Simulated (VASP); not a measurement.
# SnTe (R3m) in VASP: single point with PBE

Aim: the single point of SnTe with PBE.

Program: VASP 6.6.1. These are calculated values, not measurements. Logs are shortened: lines on timing, memory, paths and dates and some standing lists are left out, and cuts for length are marked.

### 1 The cell of the first run

It takes space group R3m (No. 160, trigonal). Conventional cell: a = 4.490 Å, b = 4.490 Å, c = 11.378 Å, α = 90.00°, β = 90.00°, γ = 120.00°. Sn (site symmetry 3m) has 6 Te at 3.05 to 3.39 Å within 4.0 Å. Te (site symmetry 3m) has 6 Sn at 3.05 to 3.39 Å within 4.0 Å.

### 2 Single point, PBE, non-collinear spin, zero start, spin-orbit coupling

File INCAR:

```
PREC     = Accurate       # precision mode
ENCUT    = 520            # plane-wave cutoff, eV
EDIFF    = 1E-6           # SCF threshold, eV
ISMEAR   = -1             # smearing method
SIGMA    = 0.02           # smearing width, eV
LREAL    = F              # projectors in reciprocal space
LASPH    = T              # aspherical terms in the spheres
NELM     = 150            # most SCF steps
ALGO     = Normal         # electronic algorithm
ISIF     = 2              # what is computed and relaxed
LWAVE    = F              # write WAVECAR
LCHARG   = F              # write CHGCAR
MAGMOM   = 0 0 0 0 0 0    # initial moments
LORBIT   = 11             # projections on sites
LSORBIT  = T              # spin-orbit coupling
GGA_COMPAT= F            
LORBMOM  = T            
GGA      = PE             # functional
NBANDS   = 32             # bands
```

File KPOINTS:

```
Automatic mesh
0
Gamma
  8 8 8
```

File POSCAR:

```
SnTe
1.0
    2.2449600339      1.2961282799      3.7925333510
   -2.2449600339      1.2961282799      3.7925333510
    0.0000000000     -2.5922565598      3.7925333510
Sn Te
1 1
Direct
    0.9979649091      0.9979649091      0.9979649091
    0.5230350909      0.5230350909      0.5230350909
```

Potentials or basis: VASP PAW PBE potentials, release 64 (Sn_d, Te).

Run with:

```sh
$ cat potpaw_PBE.64/Sn_d/POTCAR potpaw_PBE.64/Te/POTCAR > POTCAR
$ mpirun -np 1 vasp_ncl > vasp.out
```

OUTCAR:

```text
PREC = Accurate
   ENCUT = 520
   EDIFF = 1E-6
   ISMEAR = -1
   LREAL = F
   LASPH = T
   NELM = 150
   ISIF = 2
   LORBIT = 11
   LSORBIT = T
   GGA = PE

 ion  position               nearest neighbor table
   1  0.998  0.998  0.998-   2 3.05   2 3.05   2 3.05   2 3.39   2 3.39   2 3.39
   2  0.523  0.523  0.523-   1 3.05   1 3.05   1 3.05   1 3.39   1 3.39   1 3.39

  LATTYP: Found a trigonal (rhomboedric) cell.
 ALAT       =     4.5938114121
 COS(alpha) =     0.5223597701

  Lattice vectors:

 A1 = (   2.2449600339,   1.2961282799,   3.7925333510)
 A2 = (  -2.2449600339,   1.2961282799,   3.7925333510)
 A3 = (   0.0000000000,  -2.5922565598,   3.7925333510)

Analysis of symmetry for initial positions (statically):
=====================================================================
 Subroutine PRICEL returns:
 Original cell was already a primitive cell.

 Routine SETGRP: Setting up the symmetry group for a
 trigonal (rhombohedral) supercell.

 Subroutine GETGRP returns: Found  6 space group operations
 (whereof  6 operations were pure point group operations)
 out of a pool of 12 trial point group operations.

The static configuration has the point symmetry C_3v.

Analysis of symmetry for dynamics (positions and initial velocities):
=====================================================================
 Subroutine PRICEL returns:
 Original cell was already a primitive cell.

 Routine SETGRP: Setting up the symmetry group for a
 trigonal (rhombohedral) supercell.

 Subroutine GETGRP returns: Found  6 space group operations
 (whereof  6 operations were pure point group operations)
 out of a pool of 12 trial point group operations.

The dynamic configuration has the point symmetry C_3v.

Analysis of structural, dynamic, and magnetic symmetry:
=====================================================================
 Subroutine PRICEL returns:
 Original cell was already a primitive cell.

 Routine SETGRP: Setting up the symmetry group for a
 trigonal (rhombohedral) supercell.

 Subroutine GETGRP returns: Found  6 space group operations
 (whereof  6 operations were pure point group operations)
 out of a pool of 12 trial point group operations.

The overall configuration has the point symmetry C_3v.

 Subroutine INISYM returns: Found  6 space group operations
 (whereof  6 operations are pure point group operations),
 and found     1 'primitive' translations

----------------------------------------------------------------------------------------

                                     Primitive cell

  volume of cell :      66.2121

  direct lattice vectors                    reciprocal lattice vectors
     2.244960034  1.296128280  3.792533351     0.222721114  0.128588095  0.087891998
    -2.244960034  1.296128280  3.792533351    -0.222721114  0.128588095  0.087891998
     0.000000000 -2.592256560  3.792533351     0.000000000 -0.257176190  0.087891998

  length of vectors
     4.593811412  4.593811412  4.593811412     0.271780419  0.271780419  0.271780419

  position of ions in fractional coordinates (direct lattice)
     0.997964909  0.997964909  0.997964909
     0.523035091  0.523035091  0.523035091

  ion indices of the primitive-cell ions
   primitive index   ion index
                 1           1
                 2           2

----------------------------------------------------------------------------------------

 KPOINTS: Automatic mesh

Automatic generation of k-mesh.
 Grid dimensions read from file:
 generate k-points for:    8    8    8

 Generating k-lattice:

  Cartesian coordinates                     Fractional coordinates (reciprocal lattice)
     0.027840139  0.016073512  0.010986500     0.125000000  0.000000000 -0.000000000
    -0.027840139  0.016073512  0.010986500     0.000000000  0.125000000 -0.000000000
     0.000000000 -0.032147024  0.010986500    -0.000000000 -0.000000000  0.125000000

  Length of vectors
     0.033972552  0.033972552  0.033972552

  Shift w.r.t. Gamma in fractional coordinates (k-lattice)
     0.000000000  0.000000000  0.000000000

 Subroutine IBZKPT returns following result:
 ===========================================

 Found    120 irreducible k-points:

 Following reciprocal coordinates:
[... 56 lines left out ...]
   NUPDOWN=      -1.0000    fix difference up-down
   EMIN   =  10.00;   EMAX   =-10.00  energy-range for DOS
   EFERMI =   0.00;   METHOD = LEGACY
   ISMEAR =    -1;   SIGMA  =   0.02  broadening in eV -4-tet -1-fermi 0-gaus
   EFERMI_NEDOS =   21; number of points for ismear=-14 and -15
   IALGO  =     38    algorithm
   IMIX   =      4    mixing-type and parameters
     AMIX     =   0.40;   BMIX     =  1.00
     AMIX_MAG =   1.60;   BMIX_MAG =  1.00
  volume/ion in A,a.u.               =      33.11       223.41
  Fermi-wavevector in a.u.,A,eV,Ry     =   1.098430  2.075732 16.416090  1.206549
  Thomas-Fermi vector in A             =   2.234807
   LORBIT       =     11    0 simple, 1 ext, 2 COOP (PROOUT), +10 PAW based schemes
   GGA     = PE    functional components
   LHFCALC =     F    Hartree Fock is set to
   AEXX    =    0.0000 exact exchange contribution
   IVDW    =     0    specifies the selected vdW correction
   LEPSILON=     F    determine dielectric tensor
   LRPA    =     F    only Hartree local field effects (RPA)
  energy-cutoff  :      520.00
  volume of cell :       66.21
 maximum number of plane-waves:      3616
 NGX is ok and might be reduce to    36
   NGX = 17   NGY = 17   NGZ = 17

 number of electron      20.0000004 magnetization       0.0000000     -0.0000000      0.0000000

 number of electron      20.0000004 magnetization      -0.0000000     -0.0000000     -0.0000000

 number of electron      20.0000004 magnetization      -0.0000000     -0.0000000      0.0000000

 number of electron      20.0000004 magnetization       0.0000000      0.0000000      0.0000000

 Free energy of the ion-electron system (eV)
  ---------------------------------------------------
  ext. energy  EPLUGINS =         0.00000000
  ---------------------------------------------------
  free energy    TOTEN  =        -7.71014443 eV

  energy without entropy =       -7.71014331  energy(sigma->0) =       -7.71014387

 E-fermi :   6.2414     XC(G=0):  -9.2226

 val. band max:        6.0735192495   @ k =   0.5000  -0.0000   0.0000
 cond. band min:       6.4071545964   @ k =   0.5000  -0.0000   0.0000
 fundamental gap:      0.3336353468
 Fermi energy:         6.2414347487

 k-point     1 :       0.0000    0.0000    0.0000
  band No.  band energies     occupation
      1     -16.1501      1.00000
      2     -16.1501      1.00000
      3     -16.1449      1.00000
      4     -16.1449      1.00000
      5     -15.1159      1.00000
      6     -15.1159      1.00000
[... 829 lines left out ...]
     31      14.7437      0.00000
     32      14.8013      0.00000

 [... further k-points ...]

------------------------ aborting loop because EDIFF is reached ----------------------------------------

  FORCE on cell =-STRESS in cart. coord.  units (eV):
  Direction    XX          YY          ZZ          XY          YZ          ZX
  --------------------------------------------------------------------------------------
  -------------------------------------------------------------------------------------
  Total        0.3288918      0.3288918      0.2562803      0.0000000      0.0000000      0.0000000
  in kB        7.9584117      7.9584117      6.2013824      0.0000000      0.0000000      0.0000000
  external PRESSURE =       7.3727353 kB  Pullay stress =       0.0000000 kB

 VOLUME and BASIS-vectors are now :
 -----------------------------------------------------------------------------
  energy-cutoff  :      520.00
  volume of cell :       66.21
      direct lattice vectors                 reciprocal lattice vectors
     2.244960034  1.296128280  3.792533351     0.222721114  0.128588095  0.087891998
    -2.244960034  1.296128280  3.792533351    -0.222721114  0.128588095  0.087891998
     0.000000000 -2.592256560  3.792533351     0.000000000 -0.257176190  0.087891998

 POSITION                                       TOTAL-FORCE (eV/Angst)
 -----------------------------------------------------------------------------------
      0.00000      0.00000     11.35445         0.000000      0.000000      0.123867
      0.00000      0.00000      5.95088         0.000000     -0.000000     -0.123867
 -----------------------------------------------------------------------------------
    total drift:                               -0.000000     -0.000000     -0.000259

  FREE ENERGIE OF THE ION-ELECTRON SYSTEM (eV)
  ---------------------------------------------------
  free  energy   TOTEN  =        -7.7101444274 eV

  energy  without entropy=       -7.7101433073  energy(sigma->0) =       -7.71014387

 orbital moment (x)

 # of ion     p       d       tot
 ----------------------------------------
  1         0.000  -0.000  -0.000
  2        -0.000   0.000  -0.000
 ----------------------------------------
           -0.000  -0.000  -0.000

 orbital moment (y)

 # of ion     p       d       tot
 ----------------------------------------
  1        -0.000   0.000   0.000
  2         0.000   0.000   0.000
 ----------------------------------------
           -0.000   0.000   0.000

 orbital moment (z)

 # of ion     p       d       tot
 ----------------------------------------
  1         0.000   0.000   0.000
  2         0.000  -0.000  -0.000
 ----------------------------------------
            0.000  -0.000  -0.000

 Spin-Orbit-Coupling matrix elements

 Ion:    1  E_soc:     -0.0970227
 l=   1
     0.0000000    -0.0100722    -0.0098966
    -0.0100722     0.0000000    -0.0100722
    -0.0098966    -0.0100722     0.0000000
 l=   2
     0.0000000    -0.0012323     0.0000000    -0.0012323    -0.0049271
    -0.0012323     0.0000000    -0.0036932    -0.0012279    -0.0012323
     0.0000000    -0.0036932     0.0000000    -0.0036932     0.0000000
    -0.0012323    -0.0012279    -0.0036932     0.0000000    -0.0012323
    -0.0049271    -0.0012323     0.0000000    -0.0012323     0.0000000
 l=   3
     0.0000000     0.0000000     0.0000000     0.0000000     0.0000000     0.0000000     0.0000000
     0.0000000     0.0000000     0.0000000     0.0000000     0.0000000     0.0000000     0.0000000
     0.0000000     0.0000000     0.0000000     0.0000000     0.0000000     0.0000000     0.0000000
     0.0000000     0.0000000     0.0000000     0.0000000     0.0000000     0.0000000     0.0000000
     0.0000000     0.0000000     0.0000000     0.0000000     0.0000000     0.0000000     0.0000000
     0.0000000     0.0000000     0.0000000     0.0000000     0.0000000     0.0000000     0.0000000
     0.0000000     0.0000000     0.0000000     0.0000000     0.0000000     0.0000000     0.0000000

 Ion:    2  E_soc:     -0.2074773
 l=   1
     0.0000000    -0.0346094    -0.0344824
    -0.0346094     0.0000000    -0.0346094
    -0.0344824    -0.0346094     0.0000000
 l=   2
     0.0000000    -0.0000012     0.0000000    -0.0000012    -0.0000133
    -0.0000012     0.0000000    -0.0000097     0.0000000    -0.0000012
     0.0000000    -0.0000097     0.0000000    -0.0000097     0.0000000
    -0.0000012     0.0000000    -0.0000097     0.0000000    -0.0000012
    -0.0000133    -0.0000012     0.0000000    -0.0000012     0.0000000
 l=   3
     0.0000000     0.0000000     0.0000000     0.0000000     0.0000000     0.0000000     0.0000000
     0.0000000     0.0000000     0.0000000     0.0000000     0.0000000     0.0000000     0.0000000
     0.0000000     0.0000000     0.0000000     0.0000000     0.0000000     0.0000000     0.0000000
     0.0000000     0.0000000     0.0000000     0.0000000     0.0000000     0.0000000     0.0000000
     0.0000000     0.0000000     0.0000000     0.0000000     0.0000000     0.0000000     0.0000000
     0.0000000     0.0000000     0.0000000     0.0000000     0.0000000     0.0000000     0.0000000
     0.0000000     0.0000000     0.0000000     0.0000000     0.0000000     0.0000000     0.0000000

 total charge

# of ion       s       p       d       tot
------------------------------------------
    1        1.365   0.741   9.977  12.082
    2        1.384   1.959   0.026   3.369
--------------------------------------------------
tot          2.749   2.700  10.003  15.452

 magnetization (x)

# of ion       s       p       d       tot
------------------------------------------
    1        0.000   0.000  -0.000   0.000
    2       -0.000   0.000   0.000  -0.000
--------------------------------------------------
tot         -0.000   0.000  -0.000   0.000

 magnetization (y)

# of ion       s       p       d       tot
------------------------------------------
    1        0.000   0.000   0.000   0.000
    2        0.000   0.000  -0.000  -0.000
--------------------------------------------------
tot          0.000   0.000  -0.000   0.000

 magnetization (z)

# of ion       s       p       d       tot
------------------------------------------
    1        0.000   0.000   0.000   0.000
    2        0.000   0.000   0.000   0.000
--------------------------------------------------
tot          0.000   0.000   0.000   0.000
```

Run time: 5.1 min. Hardware: 1 thread of Intel Xeon Platinum 8488C (Sapphire Rapids), shared host; peak memory 0.61 GiB.

What came out:

```
Free energy                                           : -7.7101 eV
Pressure                                              : 0.7 GPa
Largest force                                         : 0.124 eV/Å
Net moment                                            : 0.00 μB per cell
Valence electrons inside the program's atomic spheres : Sn 12.08; Te 3.37
```

Forces on the atoms (eV/Å):
```
Sn   0.000  0.000  0.124
Te   0.000  0.000 -0.124
```

Moments on the atoms (μB; x, y, z):
```
Sn  0.00 0.00 0.00
Te  0.00 0.00 0.00
```
